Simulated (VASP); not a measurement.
Wanted: the native input for a VASP 6.6.1 run.

| Item | Value |
| --- | --- |
| Task | single point |
| Functional | BLYP |
| Potentials or basis | VASP PAW PBE potentials, release 64 (Pd) |
| Cutoff | 520 eV |
| k mesh | 14 × 14 × 8 |
| Occupations | fermi-dirac, width 0.1 eV |
| Spin | no spin polarisation |
| Dipole correction | no |
| Further INCAR settings | ALGO = Normal; EDIFF = 1e-07; NBANDS = 17 |

The structure of Pd lies in POSCAR:

```
Pd
1.0
    2.8330063848      0.0000000000      0.0000000000
   -1.4165031924      2.4534554983      0.0000000000
    0.0000000000      0.0000000000      4.7351445465
Pd
2
Direct
    0.3333333333      0.6666666667      0.2500000000
    0.6666666667      0.3333333333      0.7500000000
```

This isn't the form of Pd at room conditions, which is fcc.

These files were run (other wordings do the same):

INCAR

```
PREC = Accurate ; ENCUT = 520
EDIFF = 1E-7 ; ISMEAR = -1
SIGMA = 0.1 ; LREAL = F
LASPH = T ; NELM = 80
ALGO = Normal ; ISIF = 2
LWAVE = F ; LCHARG = F
GGA = B5 ; ALDAX = 1.0
AGGAX = 1.0 ; AGGAC = 1.0
ALDAC = 0.0 ; NBANDS = 17
```

KPOINTS

```
Automatic mesh
0
Gamma
  14 14 8
```

Potentials or basis: VASP PAW PBE potentials, release 64 (Pd).

Run with:

```bash
$ cat potpaw_PBE.64/Pd/POTCAR > POTCAR
$ mpirun -np 1 vasp_std > vasp.out
```

Results of the run:

| Property | Result |
| --- | --- |
| Pressure | 0.2 GPa |
| Band gap on the k mesh | zero (bands 10 and 11 overlap by 0.78 eV) |

Caveat: the PAW data sets were made with another functional, which shifts forces and pressure a little.

Wall time 46 s on 1 thread of Intel(R) Xeon(R) Platinum 8259CL CPU @ 2.50GHz (Skylake/Cascade Lake), on a shared host, peak memory 0.19 GiB.
